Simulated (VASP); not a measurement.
Set up this calculation in VASP 6.6.1, as the native input.

| Property | Result |
| --- | --- |
| Task | single point |
| Functional | PBE |
| Potentials or basis | VASP PAW PBE potentials, release 64 (Te) |
| Cutoff | 520 eV |
| k mesh | 7 × 7 × 9 |
| Occupations | fermi-dirac, width 0.1 eV |
| Spin | no spin polarisation |
| Dipole correction | no |
| Further INCAR settings | ALGO = Normal; EDIFF = 1e-06; NBANDS = 16 |

The structure of Te lies in POSCAR:

```
Te
1.0
    5.5413086195      0.0000000000      0.0000000000
   -2.7706543097      4.7989140347      0.0000000000
    0.0000000000      0.0000000000      3.2749167862
Te
3
Direct
    0.0000000000      0.0000000000      0.0000000000
    0.3333333333      0.6666666667      0.5000000000
    0.6666666667      0.3333333333      0.5000000000
```

This isn't the form of Te at room conditions, which is trigonal, of chains.

The input as run:

INCAR

```
SYSTEM = Te
PREC = Accurate ; ENCUT = 520
EDIFF = 1E-6 ; ISMEAR = -1
SIGMA = 0.1 ; LREAL = .False.
LASPH = .True. ; NELM = 60
ALGO = Normal ; ISIF = 2
LWAVE = .False. ; LCHARG = .False.
GGA = PE ; NBANDS = 16
```

KPOINTS

```
Automatic mesh
0
Gamma
  7 7 9
  0 0 0
```

Potentials or basis: VASP PAW PBE potentials, release 64 (Te).

Run with:

```console
$ cat potpaw_PBE.64/Te/POTCAR > POTCAR
$ mpirun -np 1 vasp_std > vasp.out
```

Results of the run:

The pressure is -0.1 GPa. The band gap on the k mesh is zero (bands 9 and 10 overlap by 4.54 eV).

Caveat: spin-orbit coupling is left out, which moves the levels of the heavy elements.

It took 78 s on 1 thread of Intel Xeon 8259CL, with other jobs on the host, peak memory 0.21 GiB.
